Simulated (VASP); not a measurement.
Runs of VASP 6.6.1 on As. The structure is that of space group P6_3/mmc (No. 194), or close to it. The cells are those of the table. 

```tsv
cell	k mesh	gap on the mesh (eV)	pressure (GPa)
a = 2.955, b = 2.955, c = 9.966 Å, angles 90.0, 90.0, 120.0°, 4 atoms	14 × 14 × 4	none	-3.4
a = 2.993, b = 2.993, c = 10.092 Å, angles 90.0, 90.0, 120.0°, 4 atoms	14 × 14 × 4	none	-6.2
a = 2.837, b = 2.837, c = 9.567 Å, angles 90.0, 90.0, 120.0°, 4 atoms	14 × 14 × 4	none	(a)
a = 2.878, b = 2.878, c = 9.703 Å, angles 90.0, 90.0, 120.0°, 4 atoms	14 × 14 × 4	none	4.4
a = 2.917, b = 2.917, c = 9.836 Å, angles 90.0, 90.0, 120.0°, 4 atoms	14 × 14 × 4	none	0.1
a = 3.029, b = 3.029, c = 10.215 Å, angles 90.0, 90.0, 120.0°, 4 atoms	14 × 14 × 4	none	(b)
a = 2.917, b = 2.917, c = 9.836 Å, angles 90.0, 90.0, 120.0°, 4 atoms	16 × 16 × 5	none	0.3
a = 2.917, b = 2.917, c = 9.836 Å, angles 90.0, 90.0, 120.0°, 4 atoms	12 × 12 × 4	none	0.3
```

Alike in all rows: task single point; level LDA; potentials or basis VASP PAW LDA potentials, release 64 (As); no spin polarisation; cutoff (eV) 520; smearing fermi-dirac 0.1 eV.

Q: Fill in the values left out.

A: (a) 9.8; (b) -8.4.

A k mesh can miss the band edges, and the runs leave out spin-orbit coupling on As.

A gap of «none» marks levels without a gap at the run's occupations.
